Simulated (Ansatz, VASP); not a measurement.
Two plane-wave programs on Si2W

INCAR

```
PREC     = Accurate       # precision mode
ENCUT    = 520            # plane-wave cutoff, eV
EDIFF    = 1E-7           # SCF threshold, eV
ISMEAR   = -1             # smearing method
SIGMA    = 0.05           # smearing width, eV
LREAL    = F              # projectors in reciprocal space
LASPH    = T              # aspherical terms in the spheres
NELM     = 150            # most SCF steps
ALGO     = Normal         # electronic algorithm
ISIF     = 2              # what is computed and relaxed
LWAVE    = F              # write WAVECAR
LCHARG   = F              # write CHGCAR
LMAXMIX  = 4              # l up to which the mixer works
LDAU     = T              # DFT+U
LDAUTYPE = 2            
LDAUL    = 2 -1           # shell
LDAUU    = 8 0            # U, eV
LDAUJ    = 0 0          
LDAUPRINT= 1            
GGA      = PE             # functional
NBANDS   = 18             # bands
```

File KPOINTS:

```
Automatic mesh
0
Gamma
  12 12 12
```

POSCAR

```
Si2W
1.0
   -1.6069000000      1.6069000000      3.9149500000
    1.6069000000     -1.6069000000      3.9149500000
    1.6069000000      1.6069000000     -3.9149500000
W Si
1 2
Direct
    0.0000000000      0.0000000000      0.0000000000
    0.6653000000      0.6653000000      0.0000000000
    0.3347000000      0.3347000000      0.0000000000
```

input.yaml

```yaml
crystal:
  lattice:
    - [-1.6069, 1.6069, 3.91495]
    - [1.6069, -1.6069, 3.91495]
    - [1.6069, 1.6069, -3.91495]
  atoms:
    - { symbol: W, position: [0.0, 0.0, 0.0] }
    - { symbol: Si, position: [0.6653, 0.6653, 0.0] }
    - { symbol: Si, position: [0.3347, 0.3347, 0.0] }
hamiltonian:
  xc: pbe
  pseudopotentials: { kind: paw }
  hubbard: { sites: [{ species: W, l: d, u_eff: 8.0 }] }
kpoints:
  mp_grid: { grid: [12, 12, 12] }
  band_path:
    path:
      - [[0.0, 0.0, 0.0], [0.0, 0.0, 0.5], [-0.084235521, 0.084235521, 0.5], [-0.2921177605, 0.2921177605, 0.2921177605], [0.0, 0.0, 0.0], [0.5, 0.5, -0.5], [0.2921177605, 0.7078822395, -0.2921177605], [0.0, 0.5, 0.0], [0.25, 0.25, 0.25], [0.5, 0.5, -0.084235521], [0.5, 0.5, -0.5]]
      - [[0.0, 0.0, 0.5], [0.25, 0.25, 0.25]]
    npoints: 14
scf:
  occupations: { method: fermi_dirac, width: 0.05 }
  n_extra_bands: 7
output:
  forces: true
  stress: true
  eigenvalues: true
  fatbands: false
```

Alike in both runs: functional PBE; k mesh 12 × 12 × 12; occupations fermi-dirac, width 0.05 eV; no spin polarisation; Hubbard terms W d U = 8.0 eV.

```csv
,VASP,Ansatz
version,VASP 6.6.1,Ansatz 0.2.0
potentials or method,"VASP PAW PBE potentials, release 64 (W_sv, Si)",Ansatz PAW
plane-wave cutoff (eV),520,420
valence electrons in the cell,22,22
task,single point,band structure
```

```tsv
	VASP	Ansatz	Ansatz less VASP
gap on the k mesh at the Fermi level (eV)	none	none	-
pressure (GPa)	11.7	2.9	-8.75
traceless stress, the component that is largest in VASP (GPa)	-0.27	-2.67	-2.396
rms of the force components (eV/Å)	0.029	0.227	+0.1981
```

The programs project onto different local orbitals, so the same U acts differently, and such runs can settle in different states. Atom by atom the forces differ by 0.198 eV/Å (rms over components). A gap of «none» marks a metal or a gap that the smearing closes.

Neither program's run includes spin-orbit coupling.
